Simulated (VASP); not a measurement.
Runs of VASP 6.6.1 on NiO. It takes space group Fm-3m (No. 225, cubic). Conventional cell: a = 4.183 Å, b = 4.183 Å, c = 4.183 Å, α = 90.00°, β = 90.00°, γ = 90.00°. Ni (site symmetry m-3m) has 6 O at 2.09 Å within 2.8 Å. Within 2.8 Å of O (site symmetry m-3m) lie 6 Ni at 2.09 Å. 

```tsv
spin	fixed moment (μB)	gap on the mesh (eV)	pressure (GPa)	moment (μB)
off	-	none	-21.5	-
collinear, ferromagnetic start	-	1.80	-9.1	(b)
collinear, zero start	0.0	-	(a)	0.00
collinear, ferromagnetic start	0.5	-	-21.2	0.50
```

Alike in all rows: task single point; level LDA+U; potentials or basis VASP PAW LDA potentials, release 64 (Ni_sv_GW, O); Ni d U = 6.0 eV, J = 0.9 eV; cell as given; k mesh 8 × 8 × 8; cutoff (eV) 700; smearing gaussian 0.05 eV.

Estimate the missing entries.

(a) -22.8; (b) 2.00.

Caveats: the cell stands under tension; a cell with one magnetic atom can't hold antiferromagnetic order, which such compounds often take (at least some runs); U without spin polarisation on a metal has little footing (at least some runs); the total moment is fixed, so each spin has its own Fermi level (at least some runs); the total moment is fixed, so each spin has its own Fermi level and the state may be an excited one (at least some runs).

A k mesh can miss the band edges.

A gap of «none» marks levels without a gap at the run's occupations.
